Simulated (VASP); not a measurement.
## SnO2: dielectric tensor with PBEsol

SnO2:

```
CELL_PARAMETERS angstrom
1.61709 0.93363 4.80059
-1.61709 0.93363 4.80059
0.00000 -1.86726 4.80059
ATOMIC_POSITIONS crystal
Sn 0.50000 0.50000 0.50000
O 0.23717 0.23717 0.23717
O 0.76283 0.76283 0.76283
```

```
Program                : VASP 6.6.1
Task                   : dielectric tensor
Functional             : PBEsol
Potentials or basis    : VASP PAW PBE potentials, release 64 (Sn_d, O)
Cutoff                 : 520 eV
k mesh                 : 6 × 6 × 6
Occupations            : gaussian, width 0.01 eV
Spin                   : no spin polarisation
Dipole correction      : no
Further INCAR settings : ALGO = Normal; EDIFF = 1e-08
```

- Band gap on the k mesh: 1.85 eV (least direct gap 1.97 eV)
- Electronic dielectric tensor (diagonal): 4.53, 4.53, 2.85
- Born charges (mean of the diagonal): Sn +3.63; O -1.81 e

Levels at points of the mesh, in eV from the valence-band top:
| k point | band 10 | band 11 | band 12 | band 13 | band 14 | band 15 | band 16 | band 17 |
| --- | --- | --- | --- | --- | --- | --- | --- | --- |
| (0.00, 0.00, 0.00) | -1.28 | -0.90 | -0.90 | -0.12 | 1.85 | 5.57 | 10.87 | 10.87 |
| (0.50, 0.00, 0.00) | -2.97 | -1.48 | -0.60 | -0.56 | 5.23 | 7.58 | 9.92 | 12.14 |
| (0.50, 0.50, 0.00) | -3.06 | -1.15 | -0.46 | -0.02 | 4.96 | 6.77 | 10.58 | 11.15 |
| (0.50, 0.50, 0.50) | -1.35 | -1.28 | -0.85 | -0.85 | 3.11 | 5.52 | 11.05 | 11.05 |

Electronic dielectric tensor:
```
4.53 0.00 0.00
0.00 4.53 0.00
0.00 0.00 2.85
```

Born effective charge tensors (e):
atom 1, Sn
```
4.46 0.00 0.00
0.00 4.46 0.00
0.00 0.00 1.95
```
atom 2, O
```
-2.23  0.00  0.00
 0.00 -2.23  0.00
 0.00  0.00 -0.98
```
atom 3, O
```
-2.23  0.00  0.00
 0.00 -2.23  0.00
 0.00  0.00 -0.98
```

It took 17 min on 1 thread of Intel(R) Xeon(R) Platinum 8259CL CPU @ 2.50GHz (Skylake/Cascade Lake), with other jobs on the host, peak memory 0.35 GiB.

Caveat: spin-orbit coupling is left out, which moves the levels of the heavy elements. A k mesh can miss the band edges.
